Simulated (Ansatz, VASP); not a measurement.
# O: VASP beside Ansatz

INCAR

```
SYSTEM = O
  PREC = Accurate
  ENCUT = 520
  EDIFF = 1E-6
  ISMEAR = -1
  SIGMA = 0.01
  LREAL = .False.
  LASPH = .True.
  NELM = 100
  ALGO = Normal
  ISIF = 2
  LWAVE = .False.
  LCHARG = .False.
  GGA = PE
  NBANDS = 13
```

The input KPOINTS:

```
regular mesh
0
Gamma
  12 12 12
  0 0 0
```

Contents of POSCAR:

```
O
1.0
    0.0000000000      2.1352841015      3.3888662319
    1.4978042046      0.0000000000      3.3888662319
    1.4978042046      2.1352841015      0.0000000000
O
2
Direct
    0.0871000000      0.0871000000      0.9129000000
    0.9129000000      0.9129000000      0.0871000000
```

Input for Ansatz:

```yaml
crystal:
  lattice:
    - [0.0, 2.1352841015, 3.3888662319]
    - [1.4978042046, 0.0, 3.3888662319]
    - [1.4978042046, 2.1352841015, 0.0]
  atoms:
    - { symbol: O, position: [0.0871, 0.0871, 0.9129] }
    - { symbol: O, position: [0.9129, 0.9129, 0.0871] }
kpoints:
  mp_grid: { grid: [12, 12, 12] }
scf:
  occupations: { method: fermi_dirac, width: 0.01 }
hamiltonian:
  xc: pbe
  pseudopotentials: { kind: all_electron, lapw: { basis_error: 0.00025 } }
output:
  forces: true
  stress: true
  eigenvalues: true
```

Change from the starting cell: volume scaled by 1.04.

Alike in both runs: task single point; functional PBE; k mesh 12 × 12 × 12; occupations fermi-dirac, width 0.01 eV; no spin polarisation.

|  | VASP | Ansatz |
| --- | --- | --- |
| version | VASP 6.6.1 | Ansatz 0.2.0 |
| potentials or method | VASP PAW PBE potentials, release 64 (O), cutoff 520 eV | all-electron LAPW, scalar-relativistic |

|  | VASP | Ansatz | Ansatz less VASP |
| --- | --- | --- | --- |
| pressure (GPa) | 11.8 | 7.5 | -4.36 |
| traceless stress, the component that is largest in VASP (GPa) | 32.69 | 23.14 | -9.556 |
| rms of the force components (eV/Å) | 2.383 | 1.422 | -0.9613 |

Atom by atom the forces differ by 0.961 eV/Å (rms over components). Ansatz ran all-electron here, and VASP with PAW potentials.

Noted on VASP's run: the standard files for N, O and F lose accuracy on very short bonds; spin is off for a triplet molecule.
